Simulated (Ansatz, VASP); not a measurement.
**CoO: VASP beside Ansatz**

The input INCAR:

```
  PREC = Accurate
  ENCUT = 520
  EDIFF = 1E-8
  ISMEAR = -1
  SIGMA = 0.05
  LREAL = F
  LASPH = T
  NELM = 150
  ALGO = Normal
  ISIF = 2
  LWAVE = F
  LCHARG = F
  ISPIN = 2
  MAGMOM = 2 0
  LORBIT = 11
  LMAXMIX = 4
  GGA = PE
  LEFG = T
  NBANDS = 18
```

KPOINTS

```
Automatic mesh
0
Gamma
  16 16 16
```

File POSCAR:

```
CoO
1.0
    0.0000000000      2.1315000000      2.1315000000
    2.1315000000      0.0000000000      2.1315000000
    2.1315000000      2.1315000000      0.0000000000
Co O
1 1
Direct
    0.0000000000      0.0000000000      0.0000000000
    0.5000000000      0.5000000000      0.5000000000
```

Input for Ansatz:

```yaml
crystal:
  lattice:
    - [0.0, 2.1315, 2.1315]
    - [2.1315, 0.0, 2.1315]
    - [2.1315, 2.1315, 0.0]
  atoms:
    - { symbol: Co, position: [0.0, 0.0, 0.0], spin: 2.0 }
    - { symbol: O, position: [0.5, 0.5, 0.5] }
magnetization:
  spin_polarized: true
kpoints:
  mp_grid: { grid: [16, 16, 16] }
  band_path:
    path:
      - [0.0, 0.0, 0.0]
      - [0.5, 0.0, 0.5]
      - [0.625, 0.25, 0.625]
      - [0.375, 0.375, 0.75]
      - [0.0, 0.0, 0.0]
      - [0.5, 0.5, 0.5]
      - [0.5, 0.25, 0.75]
      - [0.5, 0.0, 0.5]
    npoints: 8
scf:
  occupations: { method: fermi_dirac, width: 0.05 }
hamiltonian:
  xc: pbe
  pseudopotentials: { kind: all_electron, datasets: crystal }
output:
  forces: true
  stress: true
  eigenvalues: true
  efg: { contact_densities: true }
```

Alike in both runs: task electric field gradients; functional PBE; k mesh 16 × 16 × 16; occupations fermi-dirac, width 0.05 eV; collinear spin.

|  | VASP | Ansatz |
| --- | --- | --- |
| version | VASP 6.6.1 | Ansatz 0.2.0 |
| potentials or method | VASP PAW PBE potentials, release 64 (Co, O), cutoff 520 eV | all-electron PAW with datasets made for the crystal, scalar-relativistic |

Ansatz gave:

- pressure (GPa): -1.8
- net moment per atom (μB): 1.47
- size of the moment on the site where the two differ most (μB): 2.50

Question: Estimate VASP's values.

Answer: Pressure (GPa): -2.3; net moment per atom (μB): 1.45; size of the moment on the site where the two differ most (μB): 2.56.

Site moments also hang on the region over which each program counts them. Ansatz ran all-electron here, and VASP with PAW potentials.
